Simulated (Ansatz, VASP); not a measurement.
## GaN in VASP and in Ansatz

The input POSCAR:

```
GaN
1.0
    0.0000000000      2.2489367673      2.3501389218
    2.2489367673      0.0000000000      2.3501389218
    2.2489367673      2.2489367673      0.0000000000
Ga N
1 1
Direct
    0.0000000000      0.0000000000      0.0000000000
    0.7500000000      0.7500000000      0.7500000000
```

File INCAR.step1:

```
PREC = Accurate
ENCUT = 910
ISMEAR = 0
SIGMA = 0.05
LREAL = F
LASPH = T
NELM = 120
NBANDS = 16
GGA = PE
ALGO = Normal
EDIFF = 1E-5
LWAVE = T
LCHARG = F
GGA_COMPAT = F
```

File INCAR.step2:

```
PREC = Accurate
ENCUT = 910
EDIFF = 1E-6
ISMEAR = 0
SIGMA = 0.05
LREAL = F
LASPH = T
NELM = 120
ALGO = Normal
ISIF = 2
LWAVE = F
LCHARG = F
METAGGA = R2SCAN
LMIXTAU = T
NBANDS = 16
ISTART = 1
GGA_COMPAT = F
```

Contents of KPOINTS:

```
regular mesh
0
Gamma
  10 10 10
```

Input for Ansatz:

```yaml
crystal:
  lattice:
    - [0.0, 2.2489367673, 2.3501389218]
    - [2.2489367673, 0.0, 2.3501389218]
    - [2.2489367673, 2.2489367673, 0.0]
  atoms:
    - { symbol: Ga, position: [0.0, 0.0, 0.0] }
    - { symbol: "N", position: [0.75, 0.75, 0.75] }
basis:
  ecutwfc: 500
kpoints:
  mp_grid: { grid: [10, 10, 10] }
hamiltonian:
  xc: r2scan
scf:
  occupations: { method: gaussian, width: 0.05 }
output:
  forces: true
  stress: true
  eigenvalues: true
```

Change from the starting cell: strain +0.0450 x Voigt [0, 0, 1, 0, 0, 0], atoms carried along.

Alike in both runs: task single point; functional r2SCAN; k mesh 10 × 10 × 10; occupations gaussian, width 0.05 eV; no spin polarisation.

```csv
,VASP,Ansatz
version,VASP 6.6.1,Ansatz 0.2.0
potentials or method,"VASP PAW PBE potentials, release 64 (Ga_d, N_h), cutoff 910 eV","scalar-relativistic, plane waves, PAW"
valence electrons in the cell,18,18
```

```csv
,VASP,Ansatz,Ansatz less VASP
gap on the k mesh at the Fermi level (eV),1.78,1.79,+0.009
least direct gap on the mesh (eV),1.78,1.79,+0.009
```

VASP's potentials were made for PBE, not for r2SCAN.

Noted on VASP's run: the cutoff is short for stress, so the pressure is rough.
